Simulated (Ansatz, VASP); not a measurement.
In in VASP and in Ansatz

Contents of INCAR:

```
PREC = Accurate
ENCUT = 600
EDIFF = 1E-6
ISMEAR = 0
SIGMA = 0.1
LREAL = F
LASPH = T
NELM = 100
ALGO = Normal
ISIF = 3
LWAVE = F
LCHARG = F
GGA = PE
IBRION = 2
NSW = 90
EDIFFG = -0.04
```

The input KPOINTS:

```
Automatic mesh
0
Gamma
  6 6 4
```

The input POSCAR:

```
In
1.0
    4.0880034500      0.0000000000      0.0000000000
   -2.0440017300      3.5403148400      0.0000000000
    0.0000000000      0.0000000000      5.4375105900
In
3
Direct
    0.2689999900      0.0000000000      0.1666666700
    0.0000000000      0.2689999900      0.8333333300
    0.7310000100      0.7310000100      0.5000000000
```

Input for Ansatz:

```yaml
crystal:
  lattice:
    - [4.08800345, 0.0, 0.0]
    - [-2.04400173, 3.54031484, 0.0]
    - [0.0, 0.0, 5.43751059]
  atoms:
    - { symbol: In, position: [0.26899999, 0.0, 0.16666667] }
    - { symbol: In, position: [0.0, 0.26899999, 0.83333333] }
    - { symbol: In, position: [0.73100001, 0.73100001, 0.5] }
basis:
  ecutwfc: 420
kpoints:
  mp_grid: { grid: [6, 6, 4] }
hamiltonian:
  xc: pbe
scf:
  occupations: { method: gaussian, width: 0.1 }
  lower_state_search: "off"
output:
  forces: true
  stress: true
  eigenvalues: true
relax:
  adjacent_minimum: "off"
  f_tol: 0.04
  max_steps: 70
  cell: { stress_tol: 0.4 }
```

Alike in both runs: task relaxation of cell and atoms; functional PBE; k mesh 6 × 6 × 4; occupations gaussian, width 0.1 eV; no spin polarisation.

```csv
,VASP,Ansatz
version,VASP 6.6.1,Ansatz 0.2.0
potentials or method,"VASP PAW PBE potentials, release 64 (In_d), cutoff 600 eV","scalar-relativistic, plane waves, PAW"
valence electrons in the cell,39,39
```

|  | VASP | Ansatz | Ansatz less VASP |
| --- | --- | --- | --- |
| gap on the k mesh at the Fermi level, each at its own relaxed structure (eV) | none | none | - |
| relaxed volume (Å³/atom) | 28.49 | 28.52 | +0.026 |
| relaxed cell length with the largest relative difference (Å) | 6.295 | 6.261 | -0.0331 |

A gap of «none» marks a metal or a gap that the smearing closes.
